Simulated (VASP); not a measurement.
# Mg (P6_3/mmc) in VASP: a series of runs

Mg is run at these levels: PBE; tasks: relaxation of cell and atoms.

All numbers are computed with VASP 6.6.1; they aren't measurements. Logs are shortened: lines on timing, memory, paths and dates and some standing lists are left out, and cuts for length are marked.

**1. The cell of the first run**

It takes space group P6_3/mmc (No. 194, hexagonal). The conventional cell has a = 3.067 Å, b = 3.067 Å, c = 4.981 Å, α = 90.00°, β = 90.00°, γ = 120.00°. Within 4.0 Å of Mg (site symmetry -6m2) lie 12 Mg at 3.06 to 3.07 Å.

**2. Relaxation of cell and atoms, PBE, target pressure 5.7 GPa, at which the enthalpy is minimised**

Input file INCAR:

```
SYSTEM = Mg
PREC = Accurate ; ENCUT = 600
EDIFF = 1E-6 ; ISMEAR = -1
SIGMA = 0.08 ; LREAL = .False.
LASPH = .True. ; NELM = 80
ALGO = Normal ; ISIF = 3
LWAVE = .False. ; LCHARG = .False.
GGA = PE ; IBRION = 2
NSW = 32 ; EDIFFG = -0.005
PSTRESS = 57.0
```

Input file KPOINTS:

```
regular mesh
0
Gamma
  14 14 8
  0 0 0
```

Input file POSCAR:

```
Mg
1.0
    3.0667929570      0.0000000000      0.0000000000
   -1.5333964784      2.6559206089      0.0000000000
    0.0000000000      0.0000000000      4.9805493601
Mg
2
Direct
    0.3333333333      0.6666666667      0.2500000000
    0.6666666667      0.3333333333      0.7500000000
```

Potentials or basis: VASP PAW PBE potentials, release 64 (Mg).

Launch:

```sh
cat potpaw_PBE.64/Mg/POTCAR > POTCAR
mpirun -np 1 vasp_std > vasp.out
```

OUTCAR:

```text
SYSTEM = Mg
   PREC = Accurate
   ENCUT = 600
   EDIFF = 1E-6
   ISMEAR = -1
   LREAL = .False.
   LASPH = .True.
   NELM = 80
   ISIF = 3
   GGA = PE
   IBRION = 2
   NSW = 32
   EDIFFG = -0.005
   PSTRESS = 57.0

 ion  position               nearest neighbor table
   1  0.333  0.667  0.250-   2 3.06   2 3.06   2 3.06   2 3.06   2 3.06   2 3.06
   2  0.667  0.333  0.750-   1 3.06   1 3.06   1 3.06   1 3.06   1 3.06   1 3.06

  LATTYP: Found a hexagonal cell.
 ALAT       =     3.0667929570
 C/A-ratio  =     1.6240253026

  Lattice vectors:

 A1 = (   3.0667929570,   0.0000000000,   0.0000000000)
 A2 = (  -1.5333964784,   2.6559206089,   0.0000000000)
 A3 = (   0.0000000000,   0.0000000000,   4.9805493601)

Analysis of symmetry for initial positions (statically):
=====================================================================
 Subroutine PRICEL returns:
 Original cell was already a primitive cell.

 Routine SETGRP: Setting up the symmetry group for a
 hexagonal supercell.

 Subroutine GETGRP returns: Found 24 space group operations
 (whereof 12 operations were pure point group operations)
 out of a pool of 24 trial point group operations.

The static configuration has the point symmetry D_3d.
 The point group associated with its full space group is D_6h.

Analysis of symmetry for dynamics (positions and initial velocities):
=====================================================================
 Subroutine PRICEL returns:
 Original cell was already a primitive cell.

 Routine SETGRP: Setting up the symmetry group for a
 hexagonal supercell.

 Subroutine GETGRP returns: Found 24 space group operations
 (whereof 12 operations were pure point group operations)
 out of a pool of 24 trial point group operations.

The dynamic configuration has the point symmetry D_3d.
 The point group associated with its full space group is D_6h.

 Subroutine INISYM returns: Found 24 space group operations
 (whereof 12 operations are pure point group operations),
 and found     1 'primitive' translations

----------------------------------------------------------------------------------------

                                     Primitive cell

  volume of cell :      40.5674

  direct lattice vectors                    reciprocal lattice vectors
     3.066792957  0.000000000  0.000000000     0.326073528  0.188258639  0.000000000
    -1.533396478  2.655920609  0.000000000     0.000000000  0.376517279  0.000000000
     0.000000000  0.000000000  4.980549360     0.000000000  0.000000000  0.200781064

  length of vectors
     3.066792957  3.066792957  4.980549360     0.376517279  0.376517279  0.200781064

  position of ions in fractional coordinates (direct lattice)
     0.333333333  0.666666667  0.250000000
     0.666666667  0.333333333  0.750000000

  ion indices of the primitive-cell ions
   primitive index   ion index
                 1           1
                 2           2

----------------------------------------------------------------------------------------

 KPOINTS: regular mesh

Automatic generation of k-mesh.
 Grid dimensions read from file:
 generate k-points for:   14   14    8

 Generating k-lattice:

  Cartesian coordinates                     Fractional coordinates (reciprocal lattice)
     0.023290966  0.013447046  0.000000000     0.071428571 -0.000000000  0.000000000
     0.000000000  0.026894091  0.000000000     0.000000000  0.071428571  0.000000000
     0.000000000  0.000000000  0.025097633     0.000000000  0.000000000  0.125000000

[... 59 lines left out ...]
   NSW    =     32    number of steps for IOM
   IBRION =      2    ionic relax: 0-MD 1-quasi-New 2-CG
   NFREE  =      1    steps in history (QN), initial steepest desc. (CG)
   ISIF   =      3    stress and relaxation
   ISYM   =      2    0-nonsym 1-usesym 2-fastsym
   POTIM  = 0.5000    time-step for ionic-motion
   TEBEG  =    0.0;   TEEND  =   0.0 temperature during run
   PSTRESS=   57.0 pullay stress
   NELECT =       4.0000    total number of electrons
   NUPDOWN=      -1.0000    fix difference up-down
   EMIN   =  10.00;   EMAX   =-10.00  energy-range for DOS
   EFERMI =   0.00;   METHOD = LEGACY
   ISMEAR =    -1;   SIGMA  =   0.08  broadening in eV -4-tet -1-fermi 0-gaus
   EFERMI_NEDOS =   21; number of points for ismear=-14 and -15
   IALGO  =     38    algorithm
   IMIX   =      4    mixing-type and parameters
     AMIX     =   0.40;   BMIX     =  1.00
     AMIX_MAG =   1.60;   BMIX_MAG =  1.00
  volume/ion in A,a.u.               =      20.28       136.88
  Fermi-wavevector in a.u.,A,eV,Ry     =   0.756315  1.429228  7.782696  0.572012
  Thomas-Fermi vector in A             =   1.854408
   LORBIT       =      0    0 simple, 1 ext, 2 COOP (PROOUT), +10 PAW based schemes
   GGA     = PE    functional components
   LHFCALC =     F    Hartree Fock is set to
   AEXX    =    0.0000 exact exchange contribution
   IVDW    =     0    specifies the selected vdW correction
   LEPSILON=     F    determine dielectric tensor
   LRPA    =     F    only Hartree local field effects (RPA)
 conjugate gradient relaxation of ions
 non-spin polarized calculation
  energy-cutoff  :      600.00
  volume of cell :       40.57
 maximum number of plane-waves:      1384
 NGX is ok and might be reduce to    28
   NGX = 13   NGY = 13   NGZ = 19

--------------------------------------- Ionic step        1  -------------------------------------------

 number of electron       4.0000000 magnetization

 Free energy of the ion-electron system (eV)
  ---------------------------------------------------
  ext. energy  EPLUGINS =         0.00000000
  ---------------------------------------------------
  free energy    TOTEN  =        -2.94331439 eV

  energy without entropy =       -2.93015546  energy(sigma->0) =       -2.93673493

------------------------ aborting loop because EDIFF is reached ----------------------------------------

  FORCE on cell =-STRESS in cart. coord.  units (eV):
  Direction    XX          YY          ZZ          XY          YZ          ZX
  --------------------------------------------------------------------------------------
  -------------------------------------------------------------------------------------
  Total        1.4139565      1.4139565      1.4211601      0.0000000      0.0000000      0.0000000
  in kB       55.8431401     55.8431401     56.1276429      0.0000000      0.0000000      0.0000000
  external PRESSURE =      -1.0620257 kB  Pullay stress =      57.0000000 kB

 VOLUME and BASIS-vectors are now :
 -----------------------------------------------------------------------------
  energy-cutoff  :      600.00
  volume of cell :       40.57
      direct lattice vectors                 reciprocal lattice vectors
     3.066792957  0.000000000  0.000000000     0.326073528  0.188258639  0.000000000
    -1.533396478  2.655920609  0.000000000     0.000000000  0.376517279  0.000000000
     0.000000000  0.000000000  4.980549360     0.000000000  0.000000000  0.200781064

 POSITION                                       TOTAL-FORCE (eV/Angst)
 -----------------------------------------------------------------------------------
     -0.00000      1.77061      1.24514        -0.000000      0.000000      0.000000
      1.53340      0.88531      3.73541         0.000000     -0.000000      0.000000
 -----------------------------------------------------------------------------------
    total drift:                               -0.000000      0.000000     -0.000000

  FREE ENERGIE OF THE ION-ELECTRON SYSTEM (eV)
  ---------------------------------------------------
  free  energy   TOTEN  =        -2.9433143927 eV

  energy  without entropy=       -2.9301554611  energy(sigma->0) =       -2.93673493

  enthalpy is  TOTEN    =        -1.5000660483 eV   P V=        1.4432483443

--------------------------------------- Ionic step        2  -------------------------------------------

 number of electron       4.0000000 magnetization

 Free energy of the ion-electron system (eV)
  ---------------------------------------------------
  ext. energy  EPLUGINS =         0.00000000
  ---------------------------------------------------
  free energy    TOTEN  =        -2.94053341 eV

  energy without entropy =       -2.92740316  energy(sigma->0) =       -2.93396828

 E-fermi :   3.3589     XC(G=0):  -8.8888

 val. band max:        3.3366437712   @ k =   0.5000   0.0000   0.3750
 cond. band min:       3.3597998308   @ k =   0.4286   0.0000   0.2500
 fundamental gap:      0.0231560596
 Fermi energy:         3.3589204377

 k-point     1 :       0.0000    0.0000    0.0000
  band No.  band energies     occupation
      1      -4.1665      2.00000
      2       1.4280      2.00000
      3       2.0852      2.00000
      4      15.0159      0.00000
      5      15.0159      0.00000
      6      15.3987      0.00000
[... 199 lines left out ...]
 k-point    24 :       0.3571    0.2857    0.0000
  band No.  band energies     occupation
      1       2.1651      2.00000
      2       2.3025      2.00000
      3       3.6091      0.08395
      4       7.3360      0.00000
      5       7.5973      0.00000
      6       7.8923      0.00000

 [... further k-points ...]

------------------------ aborting loop because EDIFF is reached ----------------------------------------

  FORCE on cell =-STRESS in cart. coord.  units (eV):
  Direction    XX          YY          ZZ          XY          YZ          ZX
  --------------------------------------------------------------------------------------
  -------------------------------------------------------------------------------------
  Total        1.4403794      1.4403794      1.4443933      0.0000000      0.0000000      0.0000000
  in kB       56.9975326     56.9975326     57.1563690      0.0000000      0.0000000      0.0000000
  external PRESSURE =       0.0504781 kB  Pullay stress =      57.0000000 kB

 VOLUME and BASIS-vectors are now :
 -----------------------------------------------------------------------------
  energy-cutoff  :      600.00
  volume of cell :       40.49
      direct lattice vectors                 reciprocal lattice vectors
     3.064626088  0.000000000  0.000000000     0.326304081  0.188391749 -0.000000000
    -1.532313044  2.654044045 -0.000000000    -0.000000000  0.376783498 -0.000000000
     0.000000000  0.000000000  4.977895739    -0.000000000  0.000000000  0.200888097

 POSITION                                       TOTAL-FORCE (eV/Angst)
 -----------------------------------------------------------------------------------
     -0.00000      1.76936      1.24447        -0.000000      0.000000      0.000000
      1.53231      0.88468      3.73342         0.000000     -0.000000      0.000000
 -----------------------------------------------------------------------------------
    total drift:                               -0.000000      0.000000     -0.000000

  FREE ENERGIE OF THE ION-ELECTRON SYSTEM (eV)
  ---------------------------------------------------
  free  energy   TOTEN  =        -2.9405334089 eV

  energy  without entropy=       -2.9274031579  energy(sigma->0) =       -2.93396828

  enthalpy is  TOTEN    =        -1.5000916952 eV   P V=        1.4404417138

 reached required accuracy - stopping structural energy minimisation
```

Wall time 21 s (1 thread of Intel Xeon 6975P-C (Granite Rapids), shared host); peak memory 0.19 GiB.

What came out:

| Property | Result |
| --- | --- |
| Free energy | -2.9405 eV |
| Relaxed volume | 20.24 Å³/atom |
| Relaxed cell | a = 3.065 Å, b = 3.065 Å, c = 4.978 Å, α = 90.00°, β = 90.00°, γ = 120.00° |
| Space group after relaxing (to 0.1 Å) | P6_3/mmc (No. 194) |
| Energy change on relaxing (the run minimises the enthalpy) | +1.4 meV/atom |
| Ionic steps | 2 |
| Pressure after relaxing | 5.7 GPa |
| Band gap on the k mesh | zero (bands 2 and 3 overlap by 2.03 eV) |

The path:
```csv
step,energy change (eV),largest force (eV/Å),pressure (GPa),volume (Å³)
1,0.0000,0.0000,5.59,40.57
2,0.0028,0.0000,5.71,40.49
```

Final structure:
```yaml
crystal:
  lattice:
    - [3.06463, 0.00000, 0.00000]
    - [-1.53231, 2.65404, 0.00000]
    - [0.00000, 0.00000, 4.97790]
  atoms:
    - { symbol: Mg, position: [0.33333, 0.66667, 0.25000] }
    - { symbol: Mg, position: [0.66667, 0.33333, 0.75000] }
```

Levels at points of the mesh, in eV from the Fermi level:
| k point | band 1 | band 2 | band 3 | band 4 | band 5 | band 6 |
| --- | --- | --- | --- | --- | --- | --- |
| (0.00, 0.00, 0.00) | -7.53 | -1.93 | -1.27 | 11.66 | 11.66 | 12.04 |
| (0.50, 0.00, 0.00) | -2.40 | -2.28 | 2.82 | 3.03 | 3.62 | 3.98 |
| (0.00, 0.00, 0.50) | -6.01 | -6.01 | 5.38 | 5.38 | 12.42 | 12.42 |
| (0.50, 0.00, 0.50) | -1.27 | -1.27 | -0.44 | -0.44 | 8.42 | 8.42 |

Caveat: the cell is relaxed towards a set pressure, so the run minimises the enthalpy, not the energy.

[end of part 1 of 2]

The gap in the log of VASP goes by the Fermi energy; the results here count the filled bands.